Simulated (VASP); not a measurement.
# Ge (C2/m) in VASP: single point with PBE

Aim: the single point of Ge with PBE.

Program: VASP 6.6.1. These are calculated values, not measurements. Logs are shortened: lines on timing, memory, paths and dates and some standing lists are left out, and cuts for length are marked.

## (1) The cell of the first run

Symmetry: C2/m, No. 12, monoclinic system. The conventional cell has a = 7.056 Å, b = 4.074 Å, c = 10.460 Å, α = 90.00°, β = 107.45°, γ = 90.00°. Ge (site symmetry m) has 4 Ge at 2.49 Å within 3.3 Å. Ge (site symmetry m) has 4 Ge at 2.49 Å within 3.3 Å. Ge (site symmetry m) has 5 Ge at 2.49 to 3.24 Å within 3.3 Å.

## (2) Single point, PBE (the part above a cut slid along it)

Input file INCAR:

```
PREC = Accurate
ENCUT = 520
EDIFF = 1E-6
ISMEAR = 0
SIGMA = 0.15
LREAL = False
LASPH = True
NELM = 100
ALGO = Normal
ISIF = 2
LWAVE = False
LCHARG = False
GGA = PE
NBANDS = 51
```

Input file KPOINTS:

```
regular mesh
0
Gamma
  12 12 5
```

Input file POSCAR:

```
Ge
1.0
    2.8805347711     -2.8805347711      0.0000000000
    2.8805347711      0.0000000000     -2.8805347711
    8.9616637324      4.1607724472      4.1607724472
Ge
6
Direct
    0.3657592593      0.3657592593      0.5416333333
    0.8842777778     -0.1157222222      0.2083000000
   -0.1527592593     -0.1527592593      0.8749666667
    0.2268703704      0.2268703704      0.7916333333
    0.7453888889     -0.2546111111      0.4583000000
    0.2639074074      0.2639074074      0.1249666667
```

Potentials or basis: VASP PAW PBE potentials, release 64 (Ge_d).

Launch:

```console
$ cat potpaw_PBE.64/Ge_d/POTCAR > POTCAR
$ mpirun -np 1 vasp_std > vasp.out
```

OUTCAR:

```text
PREC = Accurate
   ENCUT = 520
   EDIFF = 1E-6
   ISMEAR = 0
   LREAL = False
   LASPH = True
   NELM = 100
   ISIF = 2
   GGA = PE

 ion  position               nearest neighbor table
   1  0.366  0.366  0.542-   5 2.49   5 2.49   5 2.49   4 2.49
   2  0.884  0.884  0.208-   6 2.49   6 2.49   6 2.49   5 2.49
   3  0.847  0.847  0.875-   4 2.49   4 2.49   4 2.49
   4  0.227  0.227  0.792-   1 2.49   3 2.49   3 2.49   3 2.49
   5  0.745  0.745  0.458-   1 2.49   1 2.49   1 2.49   2 2.49
   6  0.264  0.264  0.125-   2 2.49   2 2.49   2 2.49

  LATTYP: Found a base centered monoclinic cell.
 ALAT       =     7.0558403755
 B/A-ratio  =     0.5773502692
 C/A-ratio  =     1.4824071183
 COS(beta)  =    -0.2998126756

  Lattice vectors:

 A1 = (   2.8805347711,  -2.8805347711,   0.0000000000)
 A2 = (   2.8805347711,   0.0000000000,  -2.8805347711)
 A3 = (   3.2005941902,   7.0413072183,   7.0413072183)

Analysis of symmetry for initial positions (statically):
=====================================================================
 Subroutine PRICEL returns:
 Original cell was already a primitive cell.

 Routine SETGRP: Setting up the symmetry group for a
 base centered monoclinic supercell.

 Subroutine GETGRP returns: Found  4 space group operations
 (whereof  2 operations were pure point group operations)
 out of a pool of  4 trial point group operations.

The static configuration has the point symmetry C_1h.
 The point group associated with its full space group is C_2h.

Analysis of symmetry for dynamics (positions and initial velocities):
=====================================================================
 Subroutine PRICEL returns:
 Original cell was already a primitive cell.

 Routine SETGRP: Setting up the symmetry group for a
 base centered monoclinic supercell.

 Subroutine GETGRP returns: Found  4 space group operations
 (whereof  2 operations were pure point group operations)
 out of a pool of  4 trial point group operations.

The dynamic configuration has the point symmetry C_1h.
 The point group associated with its full space group is C_2h.

 Subroutine INISYM returns: Found  4 space group operations
 (whereof  2 operations are pure point group operations),
 and found     1 'primitive' translations

----------------------------------------------------------------------------------------

                                     Primitive cell

  volume of cell :     143.4071

  direct lattice vectors                    reciprocal lattice vectors
     2.880534771 -2.880534771  0.000000000     0.083575016 -0.263582744  0.083575016
     2.880534771  0.000000000 -2.880534771     0.083575016  0.083575016 -0.263582744
     8.961663732  4.160772447  4.160772447     0.057859627  0.057859627  0.057859627

  length of vectors
     4.073691340  4.073691340 10.720796219     0.288869226  0.288869226  0.100215813

  position of ions in fractional coordinates (direct lattice)
     0.365759259  0.365759259  0.541633333
     0.884277778  0.884277778  0.208300000
     0.847240741  0.847240741  0.874966667
     0.226870370  0.226870370  0.791633333
     0.745388889  0.745388889  0.458300000
     0.263907407  0.263907407  0.124966667

  ion indices of the primitive-cell ions
   primitive index   ion index
                 1           1
                 2           2
                 3           3
                 4           4
                 5           5
                 6           6

----------------------------------------------------------------------------------------

 KPOINTS: regular mesh

Automatic generation of k-mesh.
 Grid dimensions read from file:
 generate k-points for:   12   12    5

 Generating k-lattice:

  Cartesian coordinates                     Fractional coordinates (reciprocal lattice)
     0.006964585 -0.021965229  0.006964585     0.083333333  0.000000000 -0.000000000
     0.006964585  0.006964585 -0.021965229     0.000000000  0.083333333  0.000000000
     0.011571925  0.011571925  0.011571925     0.000000000  0.000000000  0.200000000

  Length of vectors
     0.024072435  0.024072435  0.020043163

  Shift w.r.t. Gamma in fractional coordinates (k-lattice)
     0.000000000  0.000000000  0.000000000

 Subroutine IBZKPT returns following result:
 ===========================================

 Found    199 irreducible k-points:

 Following reciprocal coordinates:
            Coordinates               Weight
  0.000000  0.000000  0.000000      1.000000
  0.083333  0.000000 -0.000000      4.000000
  0.166667  0.000000 -0.000000      4.000000
  0.250000  0.000000 -0.000000      4.000000
  0.333333  0.000000 -0.000000      4.000000
  0.416667  0.000000 -0.000000      4.000000
[... 16 lines left out ...]
  0.500000  0.166667 -0.000000      4.000000
 -0.416667  0.166667  0.000000      4.000000
 [... further k-points ...]
   k-points           NKPTS =    199   k-points in BZ     NKDIM =    199   number of bands    NBANDS=     51
   number of dos      NEDOS =    301   number of ions     NIONS =      6
   total plane-waves  NPLWV =  72000
   dimension x,y,z NGX =    30 NGY =   30 NGZ =   80
   dimension x,y,z NGXF=    60 NGYF=   60 NGZF=  160
   ions per type =               6
   NGX,Y,Z   is equivalent  to a cutoff of  12.24, 12.24, 12.41 a.u.
   NGXF,Y,Z  is equivalent  to a cutoff of  24.49, 24.49, 24.81 a.u.
 SYSTEM =  unknown system
   PREC   = accura    normal or accurate (medium, high low for compatibility)
   ISTART =      0    job   : 0-new  1-cont  2-samecut
   ICHARG =      2    charge: 1-file 2-atom 10-const
   ISPIN  =      1    spin polarized calculation?
   LNONCOLLINEAR =      F non collinear calculations
   LSORBIT =      F    spin-orbit coupling
   LASPH  =      T    aspherical Exc in radial PAW
   ENCUT  =  520.0 eV  38.22 Ry    6.18 a.u.   7.57  7.57 19.93*2*pi/ulx,y,z
   NELM   =    100;   NELMIN=  2; NELMDL= -5     # of ELM steps
   EDIFF  = 0.1E-05   stopping-criterion for ELM
   LREAL  =      F    real-space projection
   EDIFFG = 0.1E-04   stopping-criterion for IOM
   NSW    =      0    number of steps for IOM
   IBRION =     -1    ionic relax: 0-MD 1-quasi-New 2-CG
   NFREE  =      0    steps in history (QN), initial steepest desc. (CG)
   ISIF   =      2    stress and relaxation
   ISYM   =      2    0-nonsym 1-usesym 2-fastsym
   POTIM  = 0.5000    time-step for ionic-motion
   TEBEG  =    0.0;   TEEND  =   0.0 temperature during run
   PSTRESS=    0.0 pullay stress
   NELECT =      84.0000    total number of electrons
   NUPDOWN=      -1.0000    fix difference up-down
   EMIN   =  10.00;   EMAX   =-10.00  energy-range for DOS
   EFERMI =   0.00;   METHOD = LEGACY
   ISMEAR =     0;   SIGMA  =   0.15  broadening in eV -4-tet -1-fermi 0-gaus
   EFERMI_NEDOS =   21; number of points for ismear=-14 and -15
   IALGO  =     38    algorithm
   IMIX   =      4    mixing-type and parameters
     AMIX     =   0.40;   BMIX     =  1.00
     AMIX_MAG =   1.60;   BMIX_MAG =  1.00
  volume/ion in A,a.u.               =      23.90       161.29
  Fermi-wavevector in a.u.,A,eV,Ry     =   1.369760  2.588471 25.527818  1.876242
  Thomas-Fermi vector in A             =   2.495606
   LORBIT       =      0    0 simple, 1 ext, 2 COOP (PROOUT), +10 PAW based schemes
   GGA     = PE    functional components
   LHFCALC =     F    Hartree Fock is set to
   AEXX    =    0.0000 exact exchange contribution
   IVDW    =     0    specifies the selected vdW correction
   LEPSILON=     F    determine dielectric tensor
   LRPA    =     F    only Hartree local field effects (RPA)
 non-spin polarized calculation
 Gauss-broadening in eV      SIGMA  =   0.15
  energy-cutoff  :      520.00
  volume of cell :      143.41
 maximum number of plane-waves:      3890
   NGX = 15   NGY = 15   NGZ = 39

 number of electron      84.0000018 magnetization

 Free energy of the ion-electron system (eV)
  ---------------------------------------------------
  ext. energy  EPLUGINS =         0.00000000
  ---------------------------------------------------
  free energy    TOTEN  =       -26.07347728 eV

  energy without entropy =      -26.05337012  energy(sigma->0) =      -26.06342370

 E-fermi :   4.1389     XC(G=0):  -9.7580

 val. band max:        4.1268245014   @ k =  -0.0833  -0.0833   0.4000
 cond. band min:       4.1446781494   @ k =  -0.0833   0.0000   0.2000
 fundamental gap:      0.0178536481
 Fermi energy:         4.1388504347

 k-point     1 :       0.0000    0.0000    0.0000
  band No.  band energies     occupation
      1     -20.3609      2.00000
      2     -20.3543      2.00000
      3     -20.3542      2.00000
      4     -20.3497      2.00000
      5     -20.3486      2.00000
      6     -20.3422      2.00000
[... 43 lines left out ...]
     50       7.6910      0.00000
     51       8.1566      0.00000

 k-point     2 :       0.0833    0.0000   -0.0000
  band No.  band energies     occupation
      1     -20.3664      2.00000
      2     -20.3582      2.00000
      3     -20.3565      2.00000
      4     -20.3515      2.00000
      5     -20.3472      2.00000
      6     -20.3419      2.00000
[... 43 lines left out ...]
     50       8.1589      0.00000
     51       8.2327      0.00000

 k-point     3 :       0.1667    0.0000   -0.0000
  band No.  band energies     occupation
      1     -20.3752      2.00000
      2     -20.3642      2.00000
      3     -20.3597      2.00000
      4     -20.3542      2.00000
      5     -20.3475      2.00000
      6     -20.3428      2.00000
[... 43 lines left out ...]
     50       8.5110      0.00000
     51       8.9610      0.00000
[... 1027 lines left out ...]
 k-point    23 :       0.5000    0.1667   -0.0000
  band No.  band energies     occupation
      1     -20.3854      2.00000
      2     -20.3780      2.00000
      3     -20.3718      2.00000
      4     -20.3678      2.00000
      5     -20.3615      2.00000
      6     -20.3319      2.00000
[... 43 lines left out ...]
     50      10.2230      0.00000
     51      10.3142      0.00000

 k-point    24 :      -0.4167    0.1667    0.0000
  band No.  band energies     occupation
      1     -20.3837      2.00000
      2     -20.3809      2.00000
      3     -20.3715      2.00000
      4     -20.3682      2.00000
      5     -20.3631      2.00000
      6     -20.3297      2.00000
[... 43 lines left out ...]
     50       9.8053      0.00000
     51      10.3983      0.00000

 [... further k-points ...]

------------------------ aborting loop because EDIFF is reached ----------------------------------------

  FORCE on cell =-STRESS in cart. coord.  units (eV):
  Direction    XX          YY          ZZ          XY          YZ          ZX
  --------------------------------------------------------------------------------------
  -------------------------------------------------------------------------------------
  Total        0.5406065     -0.7296915     -0.7296915      0.4493998      0.8410338      0.4493995
  in kB        6.0397816     -8.1522830     -8.1522830      5.0207992      9.3962255      5.0207961
  external PRESSURE =      -3.4215948 kB  Pullay stress =       0.0000000 kB

 VOLUME and BASIS-vectors are now :
 -----------------------------------------------------------------------------
  energy-cutoff  :      520.00
  volume of cell :      143.41
      direct lattice vectors                 reciprocal lattice vectors
     2.880534771 -2.880534771  0.000000000     0.083575016 -0.263582744  0.083575016
     2.880534771  0.000000000 -2.880534771     0.083575016  0.083575016 -0.263582744
     8.961663732  4.160772447  4.160772447     0.057859627  0.057859627  0.057859627

 POSITION                                       TOTAL-FORCE (eV/Angst)
 -----------------------------------------------------------------------------------
      6.96110      1.20003      1.20003        -0.105297     -0.048174     -0.048174
      6.96110     -1.68050     -1.68050         0.129893     -0.007046     -0.007046
     12.72217      1.20003      1.20003         0.428383      0.170891      0.170891
      8.40137      2.64030      2.64030        -0.129893      0.007046      0.007046
      8.40137     -0.24024     -0.24024         0.105297      0.048174      0.048174
      2.64030     -0.24024     -0.24024        -0.428383     -0.170891     -0.170891
 -----------------------------------------------------------------------------------
    total drift:                               -0.000275      0.000208      0.000208

  FREE ENERGIE OF THE ION-ELECTRON SYSTEM (eV)
  ---------------------------------------------------
  free  energy   TOTEN  =       -26.0734772760 eV

  energy  without entropy=      -26.0533701244  energy(sigma->0) =      -26.06342370
```

Wall time 31 min (1 thread of Intel Xeon 6975P-C (Granite Rapids), shared host); peak memory 0.95 GiB.

What came out:

| Quantity | Value |
| --- | --- |
| Free energy | -26.0735 eV |
| Pressure | -0.3 GPa |
| Largest force | 0.492 eV/Å |
| Band gap on the k mesh | zero (bands 42 and 43 overlap by 1.48 eV) |

Forces in eV/Å, atoms in the order of the input:
```
Ge  -0.105 -0.048 -0.048
Ge   0.130 -0.007 -0.007
Ge   0.428  0.171  0.171
Ge  -0.130  0.007  0.007
Ge   0.105  0.048  0.048
Ge  -0.428 -0.171 -0.171
```

Stress tensor (GPa, compression positive):
```
 0.60  0.50  0.50
 0.50 -0.82  0.94
 0.50  0.94 -0.82
```

Caveat: the cell differs from its parent crystal (the part above a cut slid along it).
